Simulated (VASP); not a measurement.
# Sb (Fm-3m) in VASP: single point with PBE

Aim: the single point of Sb with PBE.

Program: VASP 6.6.1. These are calculated values, not measurements. Logs are shortened: lines on timing, memory, paths and dates and some standing lists are left out, and cuts for length are marked.

### Step 1. The cell of the first run

Symmetry: Fm-3m, No. 225, cubic system. The conventional cell has a = 4.885 Å, b = 4.885 Å, c = 4.885 Å, α = 90.00°, β = 90.00°, γ = 90.00°. Within 4.5 Å of Sb (site symmetry m-3m) lie 12 Sb at 3.45 Å.

### Step 2. Single point, PBE

INCAR

```
SYSTEM = Sb
  PREC = Accurate
  ENCUT = 520
  EDIFF = 1E-7
  ISMEAR = -1
  SIGMA = 0.06122561905347299
  LREAL = .False.
  LASPH = .True.
  NELM = 60
  ALGO = Normal
  ISIF = 2
  LWAVE = .False.
  LCHARG = .False.
  GGA = PE
  NBANDS = 8
```

KPOINTS

```
Automatic mesh
0
Gamma
  39 39 39
  0 0 0
```

POSCAR

```
Sb
1.0
    0.0000000000      2.4424996499      2.4424996499
    2.4424996499      0.0000000000      2.4424996499
    2.4424996499      2.4424996499      0.0000000000
Sb
1
Direct
    0.0000000000      0.0000000000      0.0000000000
```

Potentials or basis: VASP PAW PBE potentials, release 64 (Sb).

Command:

```
$ cat potpaw_PBE.64/Sb/POTCAR > POTCAR
$ mpirun -np 1 vasp_std > vasp.out
```

OUTCAR:

```text
SYSTEM = Sb
   PREC = Accurate
   ENCUT = 520
   EDIFF = 1E-7
   ISMEAR = -1
   LREAL = .False.
   LASPH = .True.
   NELM = 60
   ISIF = 2
   GGA = PE

 ion  position               nearest neighbor table
   1  0.000  0.000  0.000-

  LATTYP: Found a face centered cubic cell.
 ALAT       =     4.8849992998

  Lattice vectors:

 A1 = (   0.0000000000,   2.4424996499,   2.4424996499)
 A2 = (   2.4424996499,   0.0000000000,   2.4424996499)
 A3 = (   2.4424996499,   2.4424996499,   0.0000000000)

Analysis of symmetry for initial positions (statically):
=====================================================================
 Subroutine PRICEL returns:
 Original cell was already a primitive cell.

 Routine SETGRP: Setting up the symmetry group for a
 face centered cubic supercell.

 Subroutine GETGRP returns: Found 48 space group operations
 (whereof 48 operations were pure point group operations)
 out of a pool of 48 trial point group operations.

The static configuration has the point symmetry O_h .

Analysis of symmetry for dynamics (positions and initial velocities):
=====================================================================
 Subroutine PRICEL returns:
 Original cell was already a primitive cell.

 Routine SETGRP: Setting up the symmetry group for a
 face centered cubic supercell.

 Subroutine GETGRP returns: Found 48 space group operations
 (whereof 48 operations were pure point group operations)
 out of a pool of 48 trial point group operations.

The dynamic configuration has the point symmetry O_h .

 Subroutine INISYM returns: Found 48 space group operations
 (whereof 48 operations are pure point group operations),
 and found     1 'primitive' translations

----------------------------------------------------------------------------------------

                                     Primitive cell

  volume of cell :      29.1430

  direct lattice vectors                    reciprocal lattice vectors
     0.000000000  2.442499650  2.442499650    -0.204708320  0.204708320  0.204708320
     2.442499650  0.000000000  2.442499650     0.204708320 -0.204708320  0.204708320
     2.442499650  2.442499650  0.000000000     0.204708320  0.204708320 -0.204708320

  length of vectors
     3.454216131  3.454216131  3.454216131     0.354565211  0.354565211  0.354565211

  position of ions in fractional coordinates (direct lattice)
     0.000000000  0.000000000  0.000000000

  ion indices of the primitive-cell ions
   primitive index   ion index
                 1           1

----------------------------------------------------------------------------------------

 KPOINTS: Automatic mesh

Automatic generation of k-mesh.
 Grid dimensions read from file:
 generate k-points for:   39   39   39

 Generating k-lattice:

  Cartesian coordinates                     Fractional coordinates (reciprocal lattice)
    -0.005248931  0.005248931  0.005248931     0.025641026  0.000000000  0.000000000
     0.005248931 -0.005248931  0.005248931     0.000000000  0.025641026  0.000000000
     0.005248931  0.005248931 -0.005248931     0.000000000  0.000000000  0.025641026

  Length of vectors
     0.009091416  0.009091416  0.009091416

  Shift w.r.t. Gamma in fractional coordinates (k-lattice)
     0.000000000  0.000000000  0.000000000

 Subroutine IBZKPT returns following result:
 ===========================================

 Found   1540 irreducible k-points:

 Following reciprocal coordinates:
            Coordinates               Weight
  0.000000  0.000000  0.000000      1.000000
  0.025641  0.000000  0.000000      8.000000
  0.051282  0.000000  0.000000      8.000000
  0.076923  0.000000  0.000000      8.000000
  0.102564  0.000000  0.000000      8.000000
  0.128205  0.000000  0.000000      8.000000
[... 16 lines left out ...]
  0.076923  0.025641  0.000000     24.000000
  0.102564  0.025641  0.000000     24.000000
 [... further k-points ...]
   k-points           NKPTS =   1540   k-points in BZ     NKDIM =   1540   number of bands    NBANDS=      8
   number of dos      NEDOS =    301   number of ions     NIONS =      1
   total plane-waves  NPLWV =  21952
   dimension x,y,z NGX =    28 NGY =   28 NGZ =   28
   dimension x,y,z NGXF=    56 NGYF=   56 NGZF=   56
   ions per type =               1
   NGX,Y,Z   is equivalent  to a cutoff of  13.48, 13.48, 13.48 a.u.
   NGXF,Y,Z  is equivalent  to a cutoff of  26.95, 26.95, 26.95 a.u.
 SYSTEM =  Sb
   PREC   = accura    normal or accurate (medium, high low for compatibility)
   ISTART =      0    job   : 0-new  1-cont  2-samecut
   ICHARG =      2    charge: 1-file 2-atom 10-const
   ISPIN  =      1    spin polarized calculation?
   LNONCOLLINEAR =      F non collinear calculations
   LSORBIT =      F    spin-orbit coupling
   LASPH  =      T    aspherical Exc in radial PAW
   ENCUT  =  520.0 eV  38.22 Ry    6.18 a.u.   6.42  6.42  6.42*2*pi/ulx,y,z
   NELM   =     60;   NELMIN=  2; NELMDL= -5     # of ELM steps
   EDIFF  = 0.1E-06   stopping-criterion for ELM
   LREAL  =      F    real-space projection
   EDIFFG = 0.1E-05   stopping-criterion for IOM
   NSW    =      0    number of steps for IOM
   IBRION =     -1    ionic relax: 0-MD 1-quasi-New 2-CG
   NFREE  =      0    steps in history (QN), initial steepest desc. (CG)
   ISIF   =      2    stress and relaxation
   ISYM   =      2    0-nonsym 1-usesym 2-fastsym
   POTIM  = 0.5000    time-step for ionic-motion
   TEBEG  =    0.0;   TEEND  =   0.0 temperature during run
   PSTRESS=    0.0 pullay stress
   NELECT =       5.0000    total number of electrons
   NUPDOWN=      -1.0000    fix difference up-down
   EMIN   =  10.00;   EMAX   =-10.00  energy-range for DOS
   EFERMI =   0.00;   METHOD = LEGACY
   ISMEAR =    -1;   SIGMA  =   0.06  broadening in eV -4-tet -1-fermi 0-gaus
   EFERMI_NEDOS =   21; number of points for ismear=-14 and -15
   IALGO  =     38    algorithm
   IMIX   =      4    mixing-type and parameters
     AMIX     =   0.40;   BMIX     =  1.00
     AMIX_MAG =   1.60;   BMIX_MAG =  1.00
  volume/ion in A,a.u.               =      29.14       196.67
  Fermi-wavevector in a.u.,A,eV,Ry     =   0.909677  1.719039 11.258976  0.827511
  Thomas-Fermi vector in A             =   2.033749
   LORBIT       =      0    0 simple, 1 ext, 2 COOP (PROOUT), +10 PAW based schemes
   GGA     = PE    functional components
   LHFCALC =     F    Hartree Fock is set to
   AEXX    =    0.0000 exact exchange contribution
   IVDW    =     0    specifies the selected vdW correction
   LEPSILON=     F    determine dielectric tensor
   LRPA    =     F    only Hartree local field effects (RPA)
 non-spin polarized calculation
  energy-cutoff  :      520.00
  volume of cell :       29.14
 maximum number of plane-waves:       817
 NGX is ok and might be reduce to    28
   NGX = 13   NGY = 13   NGZ = 13

 number of electron       5.0000000 magnetization

 Free energy of the ion-electron system (eV)
  ---------------------------------------------------
  ext. energy  EPLUGINS =         0.00000000
  ---------------------------------------------------
  free energy    TOTEN  =        -3.80811789 eV

  energy without entropy =       -3.79865520  energy(sigma->0) =       -3.80338655

 E-fermi :   7.5498     XC(G=0):  -9.8914

 val. band max:        7.5455213349   @ k =  -0.1538   0.2564   0.1026
 cond. band min:       7.5542437374   @ k =  -0.4872   0.4359   0.0769
 fundamental gap:      0.0087224026
 Fermi energy:         7.5497682328

 k-point     1 :       0.0000    0.0000    0.0000
  band No.  band energies     occupation
      1      -4.8060      2.00000
      2      12.2867      0.00000
      3      12.2867      0.00000
      4      12.2867      0.00000
      5      17.2304      0.00000
      6      17.2304      0.00000
      7      17.2304      0.00000
      8      17.7647      0.00000

 k-point     2 :       0.0256    0.0000    0.0000
  band No.  band energies     occupation
      1      -4.7940      2.00000
      2      12.1632      0.00000
      3      12.2714      0.00000
      4      12.2714      0.00000
      5      17.0152      0.00000
      6      17.2566      0.00000
      7      17.2566      0.00000
      8      18.0656      0.00000

 k-point     3 :       0.0513    0.0000    0.0000
  band No.  band energies     occupation
      1      -4.7579      2.00000
      2      11.8192      0.00000
      3      12.2268      0.00000
      4      12.2268      0.00000
      5      16.7212      0.00000
      6      17.3330      0.00000
      7      17.3330      0.00000
      8      18.5241      0.00000

 k-point     4 :       0.0769    0.0000    0.0000
  band No.  band energies     occupation
      1      -4.6978      2.00000
      2      11.3138      0.00000
      3      12.1564      0.00000
      4      12.1564      0.00000
      5      16.4658      0.00000
      6      17.4522      0.00000
      7      17.4522      0.00000
      8      18.8384      0.00000

 k-point     5 :       0.1026    0.0000    0.0000
  band No.  band energies     occupation
      1      -4.6140      2.00000
      2      10.7057      0.00000
      3      12.0652      0.00000
      4      12.0652      0.00000
      5      16.2465      0.00000
      6      17.6008      0.00000
      7      17.6008      0.00000
      8      19.1463      0.00000
[... 177 lines left out ...]
 k-point    22 :       0.0513    0.0256    0.0000
  band No.  band energies     occupation
      1      -4.7619      2.00000
      2      11.9390      0.00000
      3      12.1468      0.00000
      4      12.2281      0.00000
      5      16.6620      0.00000
      6      17.3587      0.00000
      7      17.4135      0.00000
      8      18.5036      0.00000

 k-point    23 :       0.0769    0.0256    0.0000
  band No.  band energies     occupation
      1      -4.7098      2.00000
      2      11.4845      0.00000
      3      12.0492      0.00000
      4      12.2051      0.00000
      5      16.4472      0.00000
      6      17.3958      0.00000
      7      17.5562      0.00000
      8      18.8332      0.00000

 k-point    24 :       0.1026    0.0256    0.0000
  band No.  band energies     occupation
      1      -4.6339      2.00000
      2      10.9097      0.00000
      3      11.9355      0.00000
      4      12.1516      0.00000
      5      16.2630      0.00000
      6      17.4649      0.00000
      7      17.7263      0.00000
      8      19.0886      0.00000

 [... further k-points ...]
[... 5 lines left out ...]
  --------------------------------------------------------------------------------------
  -------------------------------------------------------------------------------------
  Total       -0.5699768     -0.5699768     -0.5699768      0.0000000     -0.0000000      0.0000000
  in kB      -31.3353253    -31.3353253    -31.3353253      0.0000000     -0.0000000      0.0000000
  external PRESSURE =     -31.3353253 kB  Pullay stress =       0.0000000 kB

 VOLUME and BASIS-vectors are now :
 -----------------------------------------------------------------------------
  energy-cutoff  :      520.00
  volume of cell :       29.14
      direct lattice vectors                 reciprocal lattice vectors
     0.000000000  2.442499650  2.442499650    -0.204708320  0.204708320  0.204708320
     2.442499650  0.000000000  2.442499650     0.204708320 -0.204708320  0.204708320
     2.442499650  2.442499650  0.000000000     0.204708320  0.204708320 -0.204708320

 POSITION                                       TOTAL-FORCE (eV/Angst)
 -----------------------------------------------------------------------------------
      0.00000      0.00000      0.00000         0.000000      0.000000      0.000000
 -----------------------------------------------------------------------------------
    total drift:                                0.000000      0.000000     -0.000000

  FREE ENERGIE OF THE ION-ELECTRON SYSTEM (eV)
  ---------------------------------------------------
  free  energy   TOTEN  =        -3.8081178940 eV

  energy  without entropy=       -3.7986551968  energy(sigma->0) =       -3.80338655
```

It took 7.8 min on 1 thread of AMD EPYC 7R13, shared host; peak memory 0.44 GiB.

What came out:

* Free energy: -3.8081 eV
* Pressure: -3.1 GPa

Caveat: spin-orbit coupling is left out, which moves the levels of the heavy elements.
